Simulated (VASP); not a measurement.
# CoSi2 (AlB2 type) (P6/mmm) in VASP: notebook, part 2 of 2

VASP 6.6.1. The steps go on from the part before.

**4. Relaxation of cell and atoms, PBE, target pressure 140 GPa, at which the enthalpy is minimised**

The input, INCAR:

```
PREC = Accurate
ENCUT = 600
EDIFF = 1E-6
ISMEAR = -1
SIGMA = 0.08
LREAL = False
LASPH = True
NELM = 100
ALGO = Normal
ISIF = 3
LWAVE = False
LCHARG = False
GGA = PE
IBRION = 2
NSW = 32
EDIFFG = -0.005
PSTRESS = 1400.0
```

The input, KPOINTS:

```
regular mesh
0
Gamma
  10 10 8
```

The input, POSCAR:

```
CoSi2
1.0
    3.6287424269      0.0000000000      0.0000000000
   -1.8143712134      3.1425831254      0.0000000000
    0.0000000000      0.0000000000      2.2216681827
Co Si
1 2
Direct
    0.0000000000      0.0000000000      0.0000000000
    0.3333333333      0.6666666667      0.5000000000
    0.6666666667      0.3333333333      0.5000000000
```

Run with:

```console
$ cat potpaw_PBE.64/Co/POTCAR potpaw_PBE.64/Si/POTCAR > POTCAR
$ mpirun -np 1 vasp_std > vasp.out
```

Run time: 43 s. Hardware: 1 thread of Intel Xeon 6975P-C (Granite Rapids), shared host; peak memory 0.17 GiB.

The run converged. Its results:

```
Free energy                                            : -13.2342 eV
Relaxed volume                                         : 8.44 Å³/atom
Relaxed cell                                           : a = 3.629 Å, b = 3.629 Å, c = 2.221 Å, α = 90.00°, β = 90.00°, γ = 120.00°
Space group after relaxing (to 0.05 Å)                 : P6/mmm (No. 191)
Energy change on relaxing (the enthalpy is what falls) : +0.8 meV/atom
Ionic steps                                            : 11
Pressure after relaxing                                : 140.0 GPa
```

Stress tensor (GPa, compression positive):
```
140.08   0.00   0.00
  0.00 140.08   0.00
  0.00   0.00 139.96
```

Step by step:
| step | energy change (eV) | largest force (eV/Å) | pressure (GPa) | volume (Å³) |
| --- | --- | --- | --- | --- |
| 1 | 0.0000 | 0.0000 | 140.17 | 25.34 |
| 2 | -0.0294 | 0.0000 | 139.15 | 25.37 |
| 3 | -0.0035 | 0.0000 | 139.79 | 25.34 |
| 4 | -0.0020 | 0.0000 | 139.89 | 25.34 |
| 5 | -0.0014 | 0.0000 | 140.35 | 25.34 |
| 6 | -0.0020 | 0.0000 | 139.59 | 25.34 |
| 7 | -0.0017 | 0.0000 | 140.07 | 25.34 |
| 8 | -0.0018 | 0.0000 | 139.88 | 25.34 |
| 9 | 0.0150 | 0.0000 | 140.36 | 25.32 |
| 10 | 0.0037 | 0.0000 | 140.10 | 25.33 |
| 11 | 0.0023 | 0.0000 | 140.04 | 25.33 |

Final structure:
```
Co Si
1.0
     3.62877    0.00000    0.00000
    -1.81439    3.14261    0.00000
     0.00000    0.00000    2.22139
Co Si
1 2
Direct
  0.00000 0.00000 0.00000
  0.33333 0.66667 0.50000
  0.66667 0.33333 0.50000
```

Levels at points of the mesh, in eV from the Fermi level:
| k point | band 7 | band 8 | band 9 | band 10 | band 11 | band 12 |
| --- | --- | --- | --- | --- | --- | --- |
| (0.00, 0.00, 0.00) | -3.17 | -1.48 | -1.48 | 0.37 | 0.37 | 5.11 |
| (0.50, 0.00, 0.00) | -1.67 | -1.53 | 0.20 | 5.21 | 5.33 | 6.64 |
| (0.00, 0.00, 0.50) | -1.33 | -1.33 | -0.24 | 0.46 | 5.29 | 5.29 |
| (0.50, 0.00, 0.50) | -2.76 | -0.51 | -0.08 | 0.65 | 1.01 | 1.21 |

Caveat: the cell is relaxed towards a set pressure, so the enthalpy falls and the energy may rise. Spin polarisation is off, so any magnetic state and its effect on volume and gap are missing.

**5. Relaxation of cell and atoms, PBE, target pressure 140 GPa, at which the enthalpy is minimised**

This run uses another cell than the first one, of 8.98 Å³/atom, 1.063 times its volume.

The input, INCAR:

```
ALGO = Normal
EDIFF = 1E-6
EDIFFG = -0.005
ENCUT = 600
GGA = PE
IBRION = 2
ISIF = 3
ISMEAR = -1
LASPH = True
LCHARG = False
LREAL = False
LWAVE = False
NELM = 60
NSW = 60
PREC = Accurate
PSTRESS = 1400.0
SIGMA = 0.08
```

The input, KPOINTS:

```
k-points
0
Gamma
  10 10 8
```

The input, POSCAR:

```
CoSi2
1.0
    3.0466945930      0.0000000000      0.0000000000
   -1.5233472965      2.6385149151      0.0000000000
    0.0000000000      0.0000000000      3.3513640523
Co Si
1 2
Direct
    0.0000000000      0.0000000000      0.0000000000
    0.3333333333      0.6666666667      0.5000000000
    0.6666666667      0.3333333333      0.5000000000
```

Run with:

```console
$ cat potpaw_PBE.64/Co/POTCAR potpaw_PBE.64/Si/POTCAR > POTCAR
$ mpirun -np 1 vasp_std > vasp.out
```

Run time: 1.8 min. Hardware: 1 thread of Intel Xeon 6975P-C (Granite Rapids), shared host; peak memory 0.18 GiB.

The run converged. Its results:

| Quantity | Value |
| --- | --- |
| Free energy | -13.2330 eV |
| Relaxed volume | 8.44 Å³/atom |
| Relaxed cell | a = 3.629 Å, b = 3.629 Å, c = 2.221 Å, α = 90.00°, β = 90.00°, γ = 120.00° |
| Space group after relaxing (to 0.05 Å) | P6/mmm (No. 191) |
| Energy change on relaxing (the enthalpy is what falls) | -2453.0 meV/atom |
| Ionic steps | 16 |
| Pressure after relaxing | 140.0 GPa |

The path:
| step | energy change (eV) | largest force (eV/Å) | pressure (GPa) | volume (Å³) |
| --- | --- | --- | --- | --- |
| 1 | 0.0000 | 0.0000 | 211.54 | 26.94 |
| 2 | -10.9669 | 0.0000 | -6.16 | 39.86 |
| 3 | -9.8346 | 0.0000 | 35.34 | 33.81 |
| 4 | -8.8039 | 0.0000 | 59.15 | 32.34 |
| 5 | 31.7171 | 0.0000 | 781.40 | 18.00 |
| 6 | -8.9727 | 0.0000 | 64.18 | 31.01 |
| 7 | -9.0257 | 0.0000 | 70.61 | 29.88 |
| 8 | -6.0734 | 0.0000 | 172.31 | 24.39 |
| 9 | -8.4466 | 0.0000 | 106.02 | 26.87 |
| 10 | -7.9295 | 0.0000 | 123.04 | 26.03 |
| 11 | -7.7129 | 0.0000 | 129.46 | 25.76 |
| 12 | -6.6096 | 0.0000 | 161.43 | 24.60 |
| 13 | -7.4287 | 0.0000 | 137.90 | 25.41 |
| 14 | -7.4169 | 0.0000 | 138.24 | 25.40 |
| 15 | -7.2787 | 0.0000 | 142.41 | 25.24 |
| 16 | -7.3590 | 0.0000 | 139.99 | 25.33 |

Final structure:
```
CELL_PARAMETERS angstrom
3.62889 0.00000 0.00000
-1.81444 3.14271 0.00000
0.00000 0.00000 2.22130
ATOMIC_POSITIONS crystal
Co 0.00000 0.00000 0.00000
Si 0.33333 0.66667 0.50000
Si 0.66667 0.33333 0.50000
```

Levels at points of the mesh, in eV from the Fermi level:
```tsv
k point	band 6	band 7	band 8	band 9	band 10	band 11	band 12
(0.00, 0.00, 0.00)	-3.17	-3.17	-1.48	-1.48	0.37	0.37	5.11
(0.50, 0.00, 0.00)	-3.96	-1.66	-1.53	0.20	5.21	5.33	6.64
(0.00, 0.00, 0.50)	-4.21	-1.33	-1.33	-0.24	0.46	5.28	5.28
(0.50, 0.00, 0.50)	-2.80	-2.76	-0.51	-0.08	0.65	1.01	1.21
```

Caveat: the cell is relaxed towards a set pressure, so the enthalpy falls and the energy may rise.

**6. Summary**

| task | cell | cutoff (eV) | gap on the mesh (eV) | pressure (GPa) |
| --- | --- | --- | --- | --- |
| single point | a = 3.629, b = 3.629, c = 2.222 Å, angles 90.0, 90.0, 120.0°, 3 atoms | 520 | none | 140.0 |
| single point | a = 3.628, b = 3.628, c = 2.221 Å, angles 90.0, 90.0, 120.0°, 3 atoms | 520 | none | 140.3 |
| relaxation of cell and atoms | relaxed to 140 GPa from a = 3.629, b = 3.629, c = 2.222 Å, angles 90.0, 90.0, 120.0°, 3 atoms | 600 | none | 140.0 |
| relaxation of cell and atoms | relaxed to 140 GPa from a = 3.047, b = 3.047, c = 3.351 Å, angles 90.0, 90.0, 120.0°, 3 atoms | 600 | none | 140.0 |

Alike in all rows: level PBE; potentials or basis VASP PAW PBE potentials, release 64 (Co, Si); no spin polarisation; k mesh 10 × 10 × 8; smearing fermi-dirac 0.08 eV.

Caveats: the cell is relaxed towards a set pressure, so the enthalpy falls and the energy may rise (some runs).

Total energies depend on the potentials used, so only differences within one code and one set of settings carry meaning.
